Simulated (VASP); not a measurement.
# W (I4/mmm) in VASP: a series of runs

The runs below take W through single point, with PBE.

Everything below comes from runs of VASP 6.6.1. Logs are shortened: lines on timing, memory, paths and dates and some standing lists are left out, and cuts for length are marked.

## (1) The cell of the first run

Symmetry: I4/mmm, No. 139, tetragonal system. The conventional cell has a = 2.799 Å, b = 2.799 Å, c = 4.060 Å, α = 90.00°, β = 90.00°, γ = 90.00°. Within 3.7 Å of W (site symmetry 4/mmm) lie 12 W at 2.80 to 2.84 Å.

## (2) Single point, PBE

INCAR reads:

```
SYSTEM = W
PREC     = Accurate       ! precision mode
ENCUT    = 500            ! plane-wave cutoff, eV
EDIFF    = 1E-6           ! SCF threshold, eV
ISMEAR   = -1             ! smearing method
SIGMA    = 0.15           ! smearing width, eV
LREAL    = .False.        ! projectors in reciprocal space
LASPH    = .True.         ! aspherical terms in the spheres
NELM     = 120            ! most SCF steps
ALGO     = Normal         ! electronic algorithm
ISIF     = 2              ! what is computed and relaxed
LWAVE    = .False.        ! write WAVECAR
LCHARG   = .False.        ! write CHGCAR
GGA      = PE             ! functional
NBANDS   = 13             ! bands
GGA_COMPAT= .False.
```

KPOINTS reads:

```
Automatic mesh
0
Gamma
  15 15 15
  0 0 0
```

POSCAR reads:

```
W
1.0
    0.0000000000      1.9792500000      2.0300000000
    1.9792500000      0.0000000000      2.0300000000
    1.9792500000      1.9792500000      0.0000000000
W
1
Direct
    0.0000000000      0.0000000000      0.0000000000
```

Potentials or basis: VASP PAW PBE potentials, release 64 (W_sv).

Launch:

```
$ cat potpaw_PBE.64/W_sv/POTCAR > POTCAR
$ mpirun -np 1 vasp_std > vasp.out
```

OUTCAR:

```text
SYSTEM = W
   PREC = Accurate
   ENCUT = 500
   EDIFF = 1E-6
   ISMEAR = -1
   LREAL = .False.
   LASPH = .True.
   NELM = 120
   ISIF = 2
   GGA = PE

 ion  position               nearest neighbor table
   1  0.000  0.000  0.000-

  LATTYP: Found a body centered tetragonal cell.
 ALAT       =     2.7990821933
 C/A-ratio  =     1.4504754486

  Lattice vectors:

 A1 = (  -1.9792500000,   0.0000000000,   2.0300000000)
 A2 = (   1.9792500000,   0.0000000000,   2.0300000000)
 A3 = (   0.0000000000,   1.9792500000,  -2.0300000000)

Analysis of symmetry for initial positions (statically):
=====================================================================
 Subroutine PRICEL returns:
 Original cell was already a primitive cell.

 Routine SETGRP: Setting up the symmetry group for a
 body centered tetragonal supercell.

 Subroutine GETGRP returns: Found 16 space group operations
 (whereof 16 operations were pure point group operations)
 out of a pool of 16 trial point group operations.

The static configuration has the point symmetry D_4h.

Analysis of symmetry for dynamics (positions and initial velocities):
=====================================================================
 Subroutine PRICEL returns:
 Original cell was already a primitive cell.

 Routine SETGRP: Setting up the symmetry group for a
 body centered tetragonal supercell.

 Subroutine GETGRP returns: Found 16 space group operations
 (whereof 16 operations were pure point group operations)
 out of a pool of 16 trial point group operations.

The dynamic configuration has the point symmetry D_4h.

 Subroutine INISYM returns: Found 16 space group operations
 (whereof 16 operations are pure point group operations),
 and found     1 'primitive' translations

----------------------------------------------------------------------------------------

                                     Primitive cell

  volume of cell :      15.9048

  direct lattice vectors                    reciprocal lattice vectors
     0.000000000  1.979250000  2.030000000    -0.252620942  0.252620942  0.246305419
     1.979250000  0.000000000  2.030000000     0.252620942 -0.252620942  0.246305419
     1.979250000  1.979250000  0.000000000     0.252620942  0.252620942 -0.246305419

  length of vectors
     2.835194978  2.835194978  2.799082193     0.433936678  0.433936678  0.433936678

  position of ions in fractional coordinates (direct lattice)
     0.000000000  0.000000000  0.000000000

  ion indices of the primitive-cell ions
   primitive index   ion index
                 1           1

----------------------------------------------------------------------------------------

 KPOINTS: Automatic mesh

Automatic generation of k-mesh.
 Grid dimensions read from file:
 generate k-points for:   15   15   15

 Generating k-lattice:

  Cartesian coordinates                     Fractional coordinates (reciprocal lattice)
    -0.016841396  0.016841396  0.016420361     0.066666667  0.000000000  0.000000000
     0.016841396 -0.016841396  0.016420361     0.000000000  0.066666667  0.000000000
     0.016841396  0.016841396 -0.016420361     0.000000000  0.000000000  0.066666667

  Length of vectors
     0.028929112  0.028929112  0.028929112

  Shift w.r.t. Gamma in fractional coordinates (k-lattice)
     0.000000000  0.000000000  0.000000000

 Subroutine IBZKPT returns following result:
 ===========================================

 Found    288 irreducible k-points:

 Following reciprocal coordinates:
            Coordinates               Weight
  0.000000  0.000000  0.000000      1.000000
  0.066667  0.000000  0.000000      8.000000
  0.133333  0.000000  0.000000      8.000000
  0.200000 -0.000000  0.000000      8.000000
  0.266667  0.000000  0.000000      8.000000
  0.333333  0.000000  0.000000      8.000000
[... 16 lines left out ...]
  0.133333  0.133333  0.000000      2.000000
  0.200000  0.133333  0.000000      8.000000
 [... further k-points ...]
   k-points           NKPTS =    288   k-points in BZ     NKDIM =    288   number of bands    NBANDS=     13
   number of dos      NEDOS =    301   number of ions     NIONS =      1
   total plane-waves  NPLWV =  11520
   dimension x,y,z NGX =    24 NGY =   24 NGZ =   20
   dimension x,y,z NGXF=    48 NGYF=   48 NGZF=   40
   ions per type =               1
   NGX,Y,Z   is equivalent  to a cutoff of  14.07, 14.07, 11.88 a.u.
   NGXF,Y,Z  is equivalent  to a cutoff of  28.15, 28.15, 23.76 a.u.
 SYSTEM =  W
   PREC   = accura    normal or accurate (medium, high low for compatibility)
   ISTART =      0    job   : 0-new  1-cont  2-samecut
   ICHARG =      2    charge: 1-file 2-atom 10-const
   ISPIN  =      1    spin polarized calculation?
   LNONCOLLINEAR =      F non collinear calculations
   LSORBIT =      F    spin-orbit coupling
   LASPH  =      T    aspherical Exc in radial PAW
   ENCUT  =  500.0 eV  36.75 Ry    6.06 a.u.   5.17  5.17  5.10*2*pi/ulx,y,z
   NELM   =    120;   NELMIN=  2; NELMDL= -5     # of ELM steps
   EDIFF  = 0.1E-05   stopping-criterion for ELM
   LREAL  =      F    real-space projection
   EDIFFG = 0.1E-04   stopping-criterion for IOM
   NSW    =      0    number of steps for IOM
   IBRION =     -1    ionic relax: 0-MD 1-quasi-New 2-CG
   NFREE  =      0    steps in history (QN), initial steepest desc. (CG)
   ISIF   =      2    stress and relaxation
   ISYM   =      2    0-nonsym 1-usesym 2-fastsym
   POTIM  = 0.5000    time-step for ionic-motion
   TEBEG  =    0.0;   TEEND  =   0.0 temperature during run
   PSTRESS=    0.0 pullay stress
   NELECT =      14.0000    total number of electrons
   NUPDOWN=      -1.0000    fix difference up-down
   EMIN   =  10.00;   EMAX   =-10.00  energy-range for DOS
   EFERMI =   0.00;   METHOD = LEGACY
   ISMEAR =    -1;   SIGMA  =   0.15  broadening in eV -4-tet -1-fermi 0-gaus
   EFERMI_NEDOS =   21; number of points for ismear=-14 and -15
   IALGO  =     38    algorithm
   IMIX   =      4    mixing-type and parameters
     AMIX     =   0.40;   BMIX     =  1.00
     AMIX_MAG =   1.60;   BMIX_MAG =  1.00
  volume/ion in A,a.u.               =      15.90       107.33
  Fermi-wavevector in a.u.,A,eV,Ry     =   1.568947  2.964881 33.492048  2.461596
  Thomas-Fermi vector in A             =   2.670903
   LORBIT       =      0    0 simple, 1 ext, 2 COOP (PROOUT), +10 PAW based schemes
   GGA     = PE    functional components
   LHFCALC =     F    Hartree Fock is set to
   AEXX    =    0.0000 exact exchange contribution
   IVDW    =     0    specifies the selected vdW correction
   LEPSILON=     F    determine dielectric tensor
   LRPA    =     F    only Hartree local field effects (RPA)
 non-spin polarized calculation
  energy-cutoff  :      500.00
  volume of cell :       15.90
 maximum number of plane-waves:       416
 NGX is ok and might be reduce to    24
   NGX = 11   NGY = 11   NGZ = 11

 number of electron      14.0000000 magnetization

 Free energy of the ion-electron system (eV)
  ---------------------------------------------------
  ext. energy  EPLUGINS =         0.00000000
  ---------------------------------------------------
  free energy    TOTEN  =       -12.50282774 eV

  energy without entropy =      -12.42276290  energy(sigma->0) =      -12.46279532

 E-fermi :  10.9664     XC(G=0): -13.6107

 val. band max:       10.9646240510   @ k =  -0.1333   0.0667   0.0000
 cond. band min:      10.9717926930   @ k =   0.3333   0.0667   0.0000
 fundamental gap:      0.0071686420
 Fermi energy:        10.9664279920

 k-point     1 :       0.0000    0.0000    0.0000
  band No.  band energies     occupation
      1     -62.6835      2.00000
      2     -26.2889      2.00000
      3     -26.2641      2.00000
      4     -26.2641      2.00000
      5       1.7696      2.00000
      6      10.0990      1.99386
      7      10.4523      1.93711
      8      10.4523      1.93711
      9      13.3257      0.00000
     10      13.8599      0.00000
     11      23.7575      0.00000
     12      28.5597      0.00000
     13      29.4193      0.00000

 k-point     2 :       0.0667    0.0000    0.0000
  band No.  band energies     occupation
      1     -62.6783      2.00000
      2     -26.3339      2.00000
      3     -26.2868      2.00000
      4     -26.2705      2.00000
      5       1.9725      2.00000
      6      10.0757      1.99474
      7      10.4101      1.95215
      8      10.5478      1.88433
      9      13.2487      0.00000
     10      13.7594      0.00000
     11      24.1664      0.00000
     12      28.1891      0.00000
     13      29.3028      0.00000

 k-point     3 :       0.1333    0.0000    0.0000
  band No.  band energies     occupation
      1     -62.6633      2.00000
      2     -26.4971      2.00000
      3     -26.3128      2.00000
      4     -26.2888      2.00000
      5       2.5473      2.00000
      6       9.7776      1.99928
      7      10.5445      1.88675
      8      10.7840      1.54283
      9      13.1200      0.00000
     10      13.5518      0.00000
     11      25.1620      0.00000
     12      26.9142      0.00000
     13      30.2798      0.00000

 k-point     4 :       0.2000   -0.0000    0.0000
  band No.  band energies     occupation
      1     -62.6413      2.00000
      2     -26.7345      2.00000
      3     -26.3481      2.00000
      4     -26.3156      2.00000
      5       3.3818      2.00000
      6       9.4158      1.99994
      7      10.6674      1.76028
      8      10.9821      0.94780
      9      13.2220      0.00000
     10      13.5053      0.00000
     11      24.9400      0.00000
     12      27.2493      0.00000
     13      31.9145      0.00000

 k-point     5 :       0.2667    0.0000    0.0000
  band No.  band energies     occupation
      1     -62.6160      2.00000
      2     -26.9994      2.00000
      3     -26.3879      2.00000
      4     -26.3462      2.00000
      5       4.2524      2.00000
      6       9.3308      1.99996
      7      10.5509      1.88206
      8      10.9296      1.12199
      9      13.7811      0.00000
     10      13.8961      0.00000
     11      23.8109      0.00000
     12      28.1287      0.00000
     13      33.9270      0.00000
[... 257 lines left out ...]
 k-point    22 :      -0.0667    0.0667    0.0000
  band No.  band energies     occupation
      1     -62.6694      2.00000
      2     -26.4134      2.00000
      3     -26.3286      2.00000
      4     -26.2716      2.00000
      5       2.3087      2.00000
      6       9.9863      1.99710
      7      10.3997      1.95529
      8      10.6835      1.73657
      9      13.3813      0.00000
     10      13.3996      0.00000
     11      24.8212      0.00000
     12      27.6516      0.00000
     13      29.0131      0.00000

 k-point    23 :       0.1333    0.1333    0.0000
  band No.  band energies     occupation
      1     -62.6582      2.00000
      2     -26.5033      2.00000
      3     -26.3361      2.00000
      4     -26.3361      2.00000
      5       2.7766      2.00000
      6       9.2149      1.99998
      7      11.1026      0.57483
      8      11.1026      0.57483
      9      12.1163      0.00094
     10      14.1897      0.00000
     11      25.7244      0.00000
     12      27.9944      0.00000
     13      30.0112      0.00000

 k-point    24 :       0.2000    0.1333    0.0000
  band No.  band energies     occupation
      1     -62.6424      2.00000
      2     -26.6496      2.00000
      3     -26.3721      2.00000
      4     -26.3709      2.00000
      5       3.4025      2.00000
      6       8.8520      2.00000
      7      11.1051      0.56796
      8      11.4310      0.08646
      9      12.0051      0.00197
     10      14.3341      0.00000
     11      26.7750      0.00000
     12      27.4156      0.00000
     13      30.5156      0.00000

 [... further k-points ...]
[... 5 lines left out ...]
  --------------------------------------------------------------------------------------
  -------------------------------------------------------------------------------------
  Total        0.9026097      0.9026097      1.4888789      0.0000000      0.0000000     -0.0000000
  in kB       90.9249878     90.9249878    149.9831975      0.0000000      0.0000000     -0.0000000
  external PRESSURE =     110.6110577 kB  Pullay stress =       0.0000000 kB

 VOLUME and BASIS-vectors are now :
 -----------------------------------------------------------------------------
  energy-cutoff  :      500.00
  volume of cell :       15.90
      direct lattice vectors                 reciprocal lattice vectors
     0.000000000  1.979250000  2.030000000    -0.252620942  0.252620942  0.246305419
     1.979250000  0.000000000  2.030000000     0.252620942 -0.252620942  0.246305419
     1.979250000  1.979250000  0.000000000     0.252620942  0.252620942 -0.246305419

 POSITION                                       TOTAL-FORCE (eV/Angst)
 -----------------------------------------------------------------------------------
      0.00000      0.00000      0.00000        -0.000000      0.000000      0.000000
 -----------------------------------------------------------------------------------
    total drift:                               -0.000000      0.000000      0.000000

  FREE ENERGIE OF THE ION-ELECTRON SYSTEM (eV)
  ---------------------------------------------------
  free  energy   TOTEN  =       -12.5028277357 eV

  energy  without entropy=      -12.4227629005  energy(sigma->0) =      -12.46279532
```

Run time: 21 s. Hardware: 1 thread of Intel Xeon 6975P-C, shared host; peak memory 0.18 GiB.

What came out:

```
Free energy            : -12.5028 eV
Pressure               : 11.1 GPa
Band gap on the k mesh : zero (band 7 reaches 14.10 eV, above the bottom of band 8 at 10.45 eV)
```

Stress tensor (GPa, compression positive):
```
 9.09  0.00  0.00
 0.00  9.09  0.00
 0.00  0.00 15.00
```

Levels at points of the mesh, in eV from the Fermi level:
```tsv
k point	band 4	band 5	band 6	band 7	band 8	band 9	band 10	band 11
(0.00, 0.00, 0.00)	-37.23	-9.20	-0.87	-0.51	-0.51	2.36	2.89	12.79
```

Caveat: spin-orbit coupling is left out, which moves the levels of the heavy elements.

## (3) Single point, PBE

This run uses another cell than the first one, of 17.58 Å³/atom, 1.105 times its volume.

INCAR reads:

```
SYSTEM = W
PREC = Accurate
ENCUT = 500
EDIFF = 1E-6
ISMEAR = -1
SIGMA = 0.15
LREAL = .False.
LASPH = .True.
NELM = 120
ALGO = Normal
ISIF = 2
LWAVE = .False.
LCHARG = .False.
GGA = PE
NBANDS = 13
GGA_COMPAT = .False.
```

KPOINTS reads:

```
regular mesh
0
Gamma
  15 15 15
  0 0 0
```

POSCAR reads:

```
W
1.0
    0.0000000000      2.0807500000      2.0300000000
    2.0807500000      0.0000000000      2.0300000000
    2.0807500000      2.0807500000      0.0000000000
W
1
Direct
    0.0000000000      0.0000000000      0.0000000000
```

Potentials or basis: VASP PAW PBE potentials, release 64 (W_sv).

Launch:

```
$ cat potpaw_PBE.64/W_sv/POTCAR > POTCAR
$ mpirun -np 1 vasp_std > vasp.out
```

Wall time 26 s (1 thread of Intel Xeon 6975P-C, shared host); peak memory 0.19 GiB.

Results (log left out):

```yaml
Free_energy: -12.4668 eV
Pressure: -15.9 GPa
Band_gap_on_the_k_mesh: zero (band 7 reaches 12.37 eV, above the bottom of band 8 at 9.12 eV)
```

Stress tensor (GPa, compression positive):
```
-13.92   0.00   0.00
  0.00 -13.92   0.00
  0.00   0.00 -19.77
```

Levels at points of the mesh, in eV from the Fermi level:
| k point | band 5 | band 6 | band 7 | band 8 | band 9 | band 10 |
| --- | --- | --- | --- | --- | --- | --- |
| (0.00, 0.00, 0.00) | -8.68 | -0.62 | -0.62 | -0.32 | 2.08 | 2.51 |

Caveat: spin-orbit coupling is left out, which moves the levels of the heavy elements.
